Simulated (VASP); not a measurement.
Wanted: the native input for a VASP 6.6.1 run.

```
Task                   : single point
Functional             : r2SCAN
Potentials or basis    : VASP PAW PBE potentials, release 64 (Hf_pv, O)
Cutoff                 : 520 eV
k mesh                 : 6 × 6 × 4
Occupations            : fermi-dirac, width 0.02 eV
Spin                   : no spin polarisation
Dipole correction      : no
Further INCAR settings : ALGO = Normal; EDIFF = 1e-06; NBANDS = 31
```

HfO2:

```
Hf O
1.0
     3.57669    0.00000    0.00000
     0.00000    3.57669    0.00000
     0.00000    0.00000    5.20222
Hf O
2 4
Cartesian
  1.7883 1.7883 2.6011
  0.0000 0.0000 0.0000
  0.0000 1.7883 3.6218
  1.7883 0.0000 4.1815
  1.7883 0.0000 1.5804
  0.0000 1.7883 1.0207
```

The input as run:

POSCAR

```
HfO2
1.0
    3.5766927294      0.0000000000      0.0000000000
    0.0000000000      3.5766927294      0.0000000000
    0.0000000000      0.0000000000      5.2022238258
Hf O
2 4
Direct
    0.5000000000      0.5000000000      0.5000000000
    0.0000000000      0.0000000000      0.0000000000
    0.0000000000      0.5000000000      0.6962102144
    0.5000000000      0.0000000000      0.8037897856
    0.5000000000      0.0000000000      0.3037897856
    0.0000000000      0.5000000000      0.1962102144
```

INCAR.step1

```
SYSTEM = HfO2
PREC = Accurate
ENCUT = 520
ISMEAR = -1
SIGMA = 0.02
LREAL = .FALSE.
LASPH = .TRUE.
NELM = 60
NBANDS = 31
GGA = PE
ALGO = Normal
EDIFF = 1E-4
LWAVE = .TRUE.
LCHARG = .FALSE.
```

INCAR.step2

```
SYSTEM = HfO2
PREC = Accurate
ENCUT = 520
EDIFF = 1E-6
ISMEAR = -1
SIGMA = 0.02
LREAL = .FALSE.
LASPH = .TRUE.
NELM = 60
ALGO = Normal
ISIF = 2
LWAVE = .FALSE.
LCHARG = .TRUE.
METAGGA = R2SCAN
LMIXTAU = .TRUE.
LELF = .TRUE.
LVHAR = .TRUE.
NBANDS = 31
ISTART = 1
```

KPOINTS

```
Automatic mesh
0
G
  6 6 4
  0 0 0
```

Potentials or basis: VASP PAW PBE potentials, release 64 (Hf_pv, O).

The run is started by

```bash
$ cat potpaw_PBE.64/Hf_pv/POTCAR potpaw_PBE.64/O/POTCAR > POTCAR
$ cp INCAR.step1 INCAR
$ mpirun -np 1 vasp_std > vasp.out
$ cp INCAR.step2 INCAR
$ mpirun -np 1 vasp_std > vasp.out
```

Results of the run:

* Pressure: -3.6 GPa
* Largest force: 0.068 eV/Å
* Band gap on the k mesh: 5.24 eV (least direct gap 5.32 eV)

Caveat: the cell stands under tension; the PAW data sets were made with another functional, which shifts forces and pressure a little; spin-orbit coupling is left out, which moves the levels of the heavy elements.

It took 3.7 min on 1 thread of Intel Xeon 8259CL, with other jobs on the host, peak memory 0.21 GiB.
